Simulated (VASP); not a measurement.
Write the native input for VASP 6.6.1 that does the following.

| Property | Result |
| --- | --- |
| Task | relaxation of cell and atoms |
| Functional | PBE |
| Potentials or basis | VASP PAW PBE potentials, release 64 (Si, As) |
| Cutoff | 600 eV |
| k mesh | 10 × 6 × 6 |
| Occupations | gaussian, width 0.1 eV |
| Spin | no spin polarisation |
| Dipole correction | no |
| Further INCAR settings | ALGO = Normal; EDIFF = 1e-07; IBRION = 2; EDIFFG = -0.01; NSW = 100; ISIF = 3 |

The structure of Si2As lies in POSCAR:

```
Si2As
1.0
    3.7181717586      0.0000000000      0.0000000000
    0.0000000000      7.0342842887      0.0000000000
    0.0000000000      0.0000000000      5.8554668422
Si As
4 2
Direct
    0.0000000000      0.8331608763      0.4412926391
    0.0000000000      0.1668391237      0.4412926391
    0.5000000000      0.3331608763      0.5587073609
    0.5000000000      0.6668391237      0.5587073609
    0.0000000000      0.0000000000      1.0875277655
    0.5000000000      0.5000000000     -0.0875277655
```

The input as run:

INCAR

```
SYSTEM = Si2As
  ALGO = Normal
  EDIFF = 1E-7
  EDIFFG = -0.01
  ENCUT = 600
  GGA = PE
  IBRION = 2
  ISIF = 3
  ISMEAR = 0
  LASPH = .True.
  LCHARG = .False.
  LREAL = .False.
  LWAVE = .False.
  NELM = 100
  NSW = 100
  PREC = Accurate
  SIGMA = 0.1
```

KPOINTS

```
k-points
0
Gamma
  10 6 6
  0 0 0
```

Potentials or basis: VASP PAW PBE potentials, release 64 (Si, As).

Launch:

```sh
$ cat potpaw_PBE.64/Si/POTCAR potpaw_PBE.64/As/POTCAR > POTCAR
$ mpirun -np 1 vasp_std > vasp.out
```

Results of the run:

* Relaxed volume: 25.53 Å³/atom
* Relaxed cell: a = 3.717 Å, b = 7.029 Å, c = 5.863 Å, α = 90.00°, β = 90.00°, γ = 90.00°
* Space group after relaxing (to 0.1 Å): Pmmn (No. 59)
* Energy gained by relaxing: 0.0 meV/atom
* Ionic steps: 4
* Pressure after relaxing: 0.0 GPa
* Largest force after relaxing: 0.003 eV/Å
* Band gap on the k mesh: zero (bands 13 and 14 overlap by 2.83 eV)

Run time: 13 min on 1 thread of Intel Xeon 8259CL, on a shared host, peak memory 0.48 GiB.
